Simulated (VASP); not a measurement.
# MgB2 (P6/mmm) in VASP: settings compared

Aim: see how the results for MgB2 move with the level of theory and the settings. Levels: RPBE+D4, PBE, revPBE. Tasks: single point.

All numbers are computed with VASP 6.6.1; they aren't measurements. Logs are shortened: lines on timing, memory, paths and dates and some standing lists are left out, and cuts for length are marked.

### 1 The cell of the first run

The structure is hexagonal, space group P6/mmm (No. 191). Conventional cell: a = 3.072 Å, b = 3.072 Å, c = 3.455 Å, α = 90.00°, β = 90.00°, γ = 120.00°. Mg (site symmetry 6/mmm) has 12 B at 2.48 Å and 6 Mg at 3.07 Å within 3.3 Å. B (site symmetry -6m2) has 3 B at 1.77 Å within 2.4 Å.

### 2 Single point, RPBE+D4 (volume scaled by 1.02)

Contents of INCAR:

```
  ALGO = Normal
  EDIFF = 1E-7
  ENCUT = 520
  GGA = RP
  ISIF = 2
  ISMEAR = 0
  IVDW = 13
  LASPH = T
  LCHARG = F
  LREAL = F
  LWAVE = F
  NBANDS = 11
  NELM = 60
  PREC = Accurate
  SIGMA = 0.05
```

Contents of KPOINTS:

```
k-points
0
Gamma
  8 8 6
```

Contents of POSCAR:

```
MgB2
1.0
    3.0715913709      0.0000000000      0.0000000000
   -1.5357956855      2.6600761572      0.0000000000
    0.0000000000      0.0000000000      3.4548825646
Mg B
1 2
Direct
    0.0000000000      0.0000000000      0.0000000000
    0.3333333333      0.6666666667      0.5000000000
    0.6666666667      0.3333333333      0.5000000000
```

Potentials or basis: VASP PAW PBE potentials, release 64 (Mg, B).

Command:

```console
cat potpaw_PBE.64/Mg/POTCAR potpaw_PBE.64/B/POTCAR > POTCAR
mpirun -np 1 vasp_std > vasp.out
```

OUTCAR:

```text
EDIFF = 1E-7
   ENCUT = 520
   GGA = RP
   ISIF = 2
   ISMEAR = 0
   IVDW = 13
   LASPH = T
   LREAL = F
   NELM = 60
   PREC = Accurate

 ion  position               nearest neighbor table
   1  0.000  0.000  0.000-   2 2.48   3 2.48   2 2.48   3 2.48   2 2.48   2 2.48   3 2.48   3 2.48
                             3 2.48   3 2.48   2 2.48   2 2.48
   2  0.333  0.667  0.500-   3 1.77   3 1.77   3 1.77   1 2.48   1 2.48   1 2.48   1 2.48   1 2.48
                             1 2.48
   3  0.667  0.333  0.500-   2 1.77   2 1.77   2 1.77   1 2.48   1 2.48   1 2.48   1 2.48   1 2.48
                             1 2.48

  LATTYP: Found a hexagonal cell.
 ALAT       =     3.0715913709
 C/A-ratio  =     1.1247858675

  Lattice vectors:

 A1 = (   3.0715913709,   0.0000000000,   0.0000000000)
 A2 = (  -1.5357956855,   2.6600761572,   0.0000000000)
 A3 = (   0.0000000000,   0.0000000000,   3.4548825646)

Analysis of symmetry for initial positions (statically):
=====================================================================
 Subroutine PRICEL returns:
 Original cell was already a primitive cell.

 Routine SETGRP: Setting up the symmetry group for a
 hexagonal supercell.

 Subroutine GETGRP returns: Found 24 space group operations
 (whereof 24 operations were pure point group operations)
 out of a pool of 24 trial point group operations.

The static configuration has the point symmetry D_6h.

Analysis of symmetry for dynamics (positions and initial velocities):
=====================================================================
 Subroutine PRICEL returns:
 Original cell was already a primitive cell.

 Routine SETGRP: Setting up the symmetry group for a
 hexagonal supercell.

 Subroutine GETGRP returns: Found 24 space group operations
 (whereof 24 operations were pure point group operations)
 out of a pool of 24 trial point group operations.

The dynamic configuration has the point symmetry D_6h.

 Subroutine INISYM returns: Found 24 space group operations
 (whereof 24 operations are pure point group operations),
 and found     1 'primitive' translations

----------------------------------------------------------------------------------------

                                     Primitive cell

  volume of cell :      28.2287

  direct lattice vectors                    reciprocal lattice vectors
     3.071591371  0.000000000  0.000000000     0.325564139  0.187964543  0.000000000
    -1.535795685  2.660076157  0.000000000     0.000000000  0.375929087  0.000000000
     0.000000000  0.000000000  3.454882565     0.000000000  0.000000000  0.289445439

  length of vectors
     3.071591371  3.071591371  3.454882565     0.375929087  0.375929087  0.289445439

  position of ions in fractional coordinates (direct lattice)
     0.000000000  0.000000000  0.000000000
     0.333333333  0.666666667  0.500000000
     0.666666667  0.333333333  0.500000000

  ion indices of the primitive-cell ions
   primitive index   ion index
                 1           1
                 2           2
                 3           3

----------------------------------------------------------------------------------------

 KPOINTS: k-points

Automatic generation of k-mesh.
 Grid dimensions read from file:
 generate k-points for:    8    8    6

 Generating k-lattice:

  Cartesian coordinates                     Fractional coordinates (reciprocal lattice)
     0.040695517  0.023495568  0.000000000     0.125000000  0.000000000  0.000000000
     0.000000000  0.046991136  0.000000000     0.000000000  0.125000000  0.000000000
     0.000000000  0.000000000  0.048240906     0.000000000  0.000000000  0.166666667

  Length of vectors
     0.046991136  0.046991136  0.048240906

  Shift w.r.t. Gamma in fractional coordinates (k-lattice)
     0.000000000  0.000000000  0.000000000

 Subroutine IBZKPT returns following result:
 ===========================================

 Found     40 irreducible k-points:

 Following reciprocal coordinates:
            Coordinates               Weight
  0.000000  0.000000  0.000000      1.000000
  0.125000 -0.000000  0.000000      6.000000
  0.250000 -0.000000  0.000000      6.000000
  0.375000  0.000000  0.000000      6.000000
  0.500000 -0.000000  0.000000      3.000000
  0.125000  0.125000  0.000000      6.000000
[... 16 lines left out ...]
  0.250000 -0.000000  0.333333     12.000000
  0.375000  0.000000  0.333333     12.000000
 [... further k-points ...]
   k-points           NKPTS =     40   k-points in BZ     NKDIM =     40   number of bands    NBANDS=     11
   number of dos      NEDOS =    301   number of ions     NIONS =      3
   total plane-waves  NPLWV =  16128
   dimension x,y,z NGX =    24 NGY =   24 NGZ =   28
   dimension x,y,z NGXF=    48 NGYF=   48 NGZF=   56
   ions per type =               1   2
   NGX,Y,Z   is equivalent  to a cutoff of  12.99, 12.99, 13.47 a.u.
   NGXF,Y,Z  is equivalent  to a cutoff of  25.98, 25.98, 26.95 a.u.
 SYSTEM =  unknown system
   PREC   = accura    normal or accurate (medium, high low for compatibility)
   ISTART =      0    job   : 0-new  1-cont  2-samecut
   ICHARG =      2    charge: 1-file 2-atom 10-const
   ISPIN  =      1    spin polarized calculation?
   LNONCOLLINEAR =      F non collinear calculations
   LSORBIT =      F    spin-orbit coupling
   LASPH  =      T    aspherical Exc in radial PAW
   ENCUT  =  520.0 eV  38.22 Ry    6.18 a.u.   5.71  5.71  6.42*2*pi/ulx,y,z
   NELM   =     60;   NELMIN=  2; NELMDL= -5     # of ELM steps
   EDIFF  = 0.1E-06   stopping-criterion for ELM
   LREAL  =      F    real-space projection
   EDIFFG = 0.1E-05   stopping-criterion for IOM
   NSW    =      0    number of steps for IOM
   IBRION =     -1    ionic relax: 0-MD 1-quasi-New 2-CG
   NFREE  =      0    steps in history (QN), initial steepest desc. (CG)
   ISIF   =      2    stress and relaxation
   ISYM   =      2    0-nonsym 1-usesym 2-fastsym
   POTIM  = 0.5000    time-step for ionic-motion
   TEBEG  =    0.0;   TEEND  =   0.0 temperature during run
   PSTRESS=    0.0 pullay stress
   NELECT =       8.0000    total number of electrons
   NUPDOWN=      -1.0000    fix difference up-down
   EMIN   =  10.00;   EMAX   =-10.00  energy-range for DOS
   EFERMI =   0.00;   METHOD = LEGACY
   ISMEAR =     0;   SIGMA  =   0.05  broadening in eV -4-tet -1-fermi 0-gaus
   EFERMI_NEDOS =   21; number of points for ismear=-14 and -15
   IALGO  =     38    algorithm
   IMIX   =      4    mixing-type and parameters
     AMIX     =   0.40;   BMIX     =  1.00
     AMIX_MAG =   1.60;   BMIX_MAG =  1.00
  volume/ion in A,a.u.               =       9.41        63.50
  Fermi-wavevector in a.u.,A,eV,Ry     =   1.075329  2.032077 15.732849  1.156332
  Thomas-Fermi vector in A             =   2.211182
   LORBIT       =      0    0 simple, 1 ext, 2 COOP (PROOUT), +10 PAW based schemes
   GGA     = RP    functional components
   LHFCALC =     F    Hartree Fock is set to
   AEXX    =    0.0000 exact exchange contribution
   IVDW    =    13    specifies the selected vdW correction
   LEPSILON=     F    determine dielectric tensor
   LRPA    =     F    only Hartree local field effects (RPA)
 non-spin polarized calculation
 Gauss-broadening in eV      SIGMA  =   0.05
  energy-cutoff  :      520.00
  volume of cell :       28.23
 maximum number of plane-waves:       781
 NGX is ok and might be reduce to    24
   NGX = 11   NGY = 11   NGZ = 13

 number of electron       8.0000000 magnetization

 Free energy of the ion-electron system (eV)
  ---------------------------------------------------
  ext. energy  EPLUGINS =         0.00000000
  ---------------------------------------------------
  free energy    TOTEN  =       -14.48512208 eV

  energy without entropy =      -14.48292928  energy(sigma->0) =      -14.48402568

 E-fermi :   5.5872     XC(G=0): -10.9449

 val. band max:        5.5821194150   @ k =   0.1250  -0.0000   0.3333
 cond. band min:       5.6144954217   @ k =   0.3750   0.1250   0.3333
 fundamental gap:      0.0323760068
 Fermi energy:         5.5872499837

 k-point     1 :       0.0000    0.0000    0.0000
  band No.  band energies     occupation
      1      -7.0520      2.00000
      2       2.7368      2.00000
      3       5.8837      0.00000
      4       5.8837      0.00000
      5       7.5636      0.00000
      6      11.8463      0.00000
      7      11.8463      0.00000
      8      13.6530      0.00000
      9      15.7267      0.00000
     10      18.4221      0.00000
     11      22.1084      0.00000

 k-point     2 :       0.1250   -0.0000    0.0000
  band No.  band energies     occupation
      1      -6.7785      2.00000
      2       3.0011      2.00000
      3       4.5918      2.00000
      4       5.2966      2.00000
      5       7.7955      0.00000
      6      11.6319      0.00000
      7      12.9895      0.00000
      8      14.2895      0.00000
      9      14.7787      0.00000
     10      19.6978      0.00000
     11      21.0440      0.00000

 k-point     3 :       0.2500   -0.0000    0.0000
  band No.  band energies     occupation
      1      -5.9654      2.00000
      2       2.0751      2.00000
      3       3.7777      2.00000
      4       4.2970      2.00000
      5       8.4686      0.00000
      6      10.9706      0.00000
      7      12.5625      0.00000
      8      15.0569      0.00000
      9      15.5971      0.00000
     10      19.9399      0.00000
     11      20.1026      0.00000
[... 267 lines left out ...]
 k-point    23 :       0.2500   -0.0000    0.3333
  band No.  band energies     occupation
      1      -5.1382      2.00000
      2       0.2316      2.00000
      3       2.5788      2.00000
      4       4.5540      2.00000
      5       9.3671      0.00000
      6      11.5001      0.00000
      7      14.5984      0.00000
      8      15.8834      0.00000
      9      16.3068      0.00000
     10      16.9024      0.00000
     11      17.6404      0.00000

 k-point    24 :       0.3750    0.0000    0.3333
  band No.  band energies     occupation
      1      -3.8736      2.00000
      2       0.1115      2.00000
      3       1.6075      2.00000
      4       3.8101      2.00000
      5       6.6880      0.00000
      6      11.0301      0.00000
      7      15.3078      0.00000
      8      15.4980      0.00000
      9      16.2778      0.00000
     10      18.9612      0.00000
     11      19.1607      0.00000

 [... further k-points ...]

------------------------ aborting loop because EDIFF is reached ----------------------------------------

  DFT-D4 for vdW energy calculation

  Edisp (eV):   -1.45090

  FORCE on cell =-STRESS in cart. coord.  units (eV):
  Direction    XX          YY          ZZ          XY          YZ          ZX
  --------------------------------------------------------------------------------------
  -------------------------------------------------------------------------------------
  Total      -0.56215    -0.56215    -0.58214     0.00000    -0.00000    -0.00000
  in kB     -31.90596   -31.90596   -33.04068     0.00000    -0.00000    -0.00000
  external pressure =      -32.28 kB  Pullay stress =        0.00 kB

 VOLUME and BASIS-vectors are now :
 -----------------------------------------------------------------------------
  energy-cutoff  :      520.00
  volume of cell :       28.23
      direct lattice vectors                 reciprocal lattice vectors
     3.071591371  0.000000000  0.000000000     0.325564139  0.187964543  0.000000000
    -1.535795685  2.660076157  0.000000000     0.000000000  0.375929087  0.000000000
     0.000000000  0.000000000  3.454882565     0.000000000  0.000000000  0.289445439

 POSITION                                       TOTAL-FORCE (eV/Angst)
 -----------------------------------------------------------------------------------
      0.00000      0.00000      0.00000        -0.000000      0.000000      0.000000
     -0.00000      1.77338      1.72744         0.000000      0.000000      0.000000
      1.53580      0.88669      1.72744        -0.000000     -0.000000      0.000000
 -----------------------------------------------------------------------------------
    total drift:                                0.000000     -0.000000      0.000000

  FREE ENERGIE OF THE ION-ELECTRON SYSTEM (eV)
  ---------------------------------------------------
  free  energy   TOTEN  =       -15.9360251725 eV

  energy  without entropy=      -15.9338323772  energy(sigma->0) =      -15.93492877
```

It took 14 s on 1 thread of Intel Xeon Platinum 8259CL at 2.50GHz (Skylake/Cascade Lake), shared host; peak memory 0.14 GiB.

Results:

```yaml
Free_energy: -15.9360 eV
Pressure: -3.2 GPa
Band_gap_on_the_k_mesh: zero (band 4 reaches 6.78 eV, above the bottom of band 5 at 4.06 eV)
Dispersion_energy_per_atom: -0.484 eV
```

Stress tensor (GPa, compression positive):
```
-3.19  0.00  0.00
 0.00 -3.19  0.00
 0.00  0.00 -3.30
```

Levels at points of the mesh, in eV from the Fermi level:
```tsv
k point	band 2	band 3	band 4	band 5	band 6	band 7
(0.00, 0.00, 0.00)	-2.85	0.30	0.30	1.98	6.26	6.26
(0.50, 0.00, 0.00)	-8.00	-2.27	0.29	3.22	3.79	5.66
(0.00, 0.00, 0.50)	-7.52	0.72	0.72	6.60	6.60	7.95
(0.50, 0.00, 0.50)	-7.04	-3.67	-1.95	-1.32	5.72	9.01
```

Caveat: the cell differs from its parent crystal (volume scaled by 1.02); the PAW data sets were made with another functional, which shifts forces and pressure a little; pairwise dispersion overbinds metals, which lowers pressure and volume.

### 3 Single point, PBE

This run uses another cell than the first one, of 9.68 Å³/atom, 1.029 times its volume.

Contents of INCAR:

```
SYSTEM = MgB2
PREC = Accurate
ENCUT = 520
EDIFF = 1E-6
ISMEAR = 0
SIGMA = 0.05
LREAL = .False.
LASPH = .True.
NELM = 60
ALGO = Normal
ISIF = 2
LWAVE = .False.
LCHARG = .False.
GGA = PE
NBANDS = 11
```

Contents of KPOINTS:

```
regular mesh
0
Gamma
  8 8 6
  0 0 0
```

Contents of POSCAR:

```
MgB2
1.0
    3.0897861850      0.0000000000      0.0000000000
   -1.5448930925      2.6758333285      0.0000000000
    0.0000000000      0.0000000000      3.5120909540
Mg B
1 2
Direct
    0.0000000000      0.0000000000      0.0000000000
    0.3333333333      0.6666666667      0.5000000000
    0.6666666667      0.3333333333      0.5000000000
```

Potentials or basis: VASP PAW PBE potentials, release 64 (Mg, B).

Command:

```console
cat potpaw_PBE.64/Mg/POTCAR potpaw_PBE.64/B/POTCAR > POTCAR
mpirun -np 1 vasp_std > vasp.out
```

Run time: 13 s. Hardware: 1 thread of Intel Xeon Platinum 8259CL at 2.50GHz (Skylake/Cascade Lake), shared host; peak memory 0.14 GiB.

Results (log left out):

```yaml
Free_energy: -15.3122 eV
Pressure: -1.4 GPa
Band_gap_on_the_k_mesh: zero (band 4 reaches 6.39 eV, above the bottom of band 5 at 3.81 eV)
```

Stress tensor (GPa, compression positive):
```
-1.31  0.00  0.00
 0.00 -1.31  0.00
 0.00  0.00 -1.43
```

Levels at points of the mesh, in eV from the Fermi level:
```
           k point  band 1  band 2  band 3  band 4  band 5  band 6  band 7  band 8
(0.00, 0.00, 0.00)  -12.43   -2.90    0.32    0.32    1.71    6.23    6.23    7.98
(0.50, 0.00, 0.00)   -8.56   -7.85   -2.20    0.22    3.08    3.81    5.37    7.11
(0.00, 0.00, 0.50)  -11.14   -7.42    0.70    0.70    6.57    6.57    7.87    9.75
(0.50, 0.00, 0.50)   -7.58   -6.93   -3.58   -1.91   -1.32    5.64    8.72    8.85
```

### 4 Single point, revPBE

This run uses another cell than the first one, of 9.68 Å³/atom, 1.029 times its volume.

Contents of INCAR:

```
  PREC = Accurate
  ENCUT = 520
  EDIFF = 1E-7
  ISMEAR = 0
  SIGMA = 0.05
  LREAL = F
  LASPH = T
  NELM = 100
  ALGO = Normal
  ISIF = 2
  LWAVE = F
  LCHARG = T
  GGA = RE
  LELF = T
  LVHAR = T
  NBANDS = 11
```

Contents of KPOINTS:

```
regular mesh
0
Gamma
  8 8 6
```

Contents of POSCAR:

```
MgB2
1.0
    3.0909671921      0.0000000000      0.0000000000
   -1.5454835961      2.6768561106      0.0000000000
    0.0000000000      0.0000000000      3.5094076438
Mg B
1 2
Direct
    0.0000000000      0.0000000000      0.0000000000
    0.3333333333      0.6666666667      0.5000000000
    0.6666666667      0.3333333333      0.5000000000
```

Command:

```console
cat potpaw_PBE.64/Mg/POTCAR potpaw_PBE.64/B/POTCAR > POTCAR
mpirun -np 1 vasp_std > vasp.out
```

Run time: 13 s. Hardware: 1 thread of Intel Xeon Platinum 8259CL at 2.50GHz (Skylake/Cascade Lake), shared host; peak memory 0.15 GiB.

It converged, with:

| Item | Value |
| --- | --- |
| Free energy | -14.6700 eV |
| Pressure | 1.2 GPa |
| Band gap on the k mesh | zero (band 4 reaches 6.49 eV, above the bottom of band 5 at 3.90 eV) |

Stress tensor (GPa, compression positive):
```
1.24 0.00 0.00
0.00 1.24 0.00
0.00 0.00 1.09
```

Levels at points of the mesh, in eV from the Fermi level:
| k point | band 1 | band 2 | band 3 | band 4 | band 5 | band 6 | band 7 | band 8 | band 9 |
| --- | --- | --- | --- | --- | --- | --- | --- | --- | --- |
| (0.00, 0.00, 0.00) | -12.47 | -2.90 | 0.31 | 0.31 | 1.74 | 6.22 | 6.22 | 7.91 | 9.93 |
| (0.50, 0.00, 0.00) | -8.62 | -7.87 | -2.21 | 0.23 | 3.09 | 3.78 | 5.39 | 7.19 | 12.64 |
| (0.00, 0.00, 0.50) | -11.20 | -7.42 | 0.70 | 0.70 | 6.56 | 6.56 | 7.88 | 9.70 | 10.17 |
| (0.50, 0.00, 0.50) | -7.63 | -6.96 | -3.59 | -1.91 | -1.30 | 5.60 | 8.80 | 8.87 | 13.21 |

Caveat: the PAW data sets were made with another functional, which shifts forces and pressure a little.

### 5 Overview

| level | cell | gap on the mesh (eV) | pressure (GPa) |
| --- | --- | --- | --- |
| RPBE+D4 | a = 3.072, b = 3.072, c = 3.455 Å, angles 90.0, 90.0, 120.0°, 3 atoms | none | -3.2 |
| PBE | a = 3.090, b = 3.090, c = 3.512 Å, angles 90.0, 90.0, 120.0°, 3 atoms | none | -1.4 |
| revPBE | a = 3.091, b = 3.091, c = 3.509 Å, angles 90.0, 90.0, 120.0°, 3 atoms | none | 1.2 |

Alike in all rows: task single point; potentials or basis VASP PAW PBE potentials, release 64 (Mg, B); no spin polarisation; k mesh 8 × 8 × 6; cutoff (eV) 520; smearing gaussian 0.05 eV.

Caveats: the PAW data sets were made with another functional, which shifts forces and pressure a little (some runs); pairwise dispersion overbinds metals, which lowers pressure and volume (some runs).

Absolute energies hang on the potentials; compare differences alone.
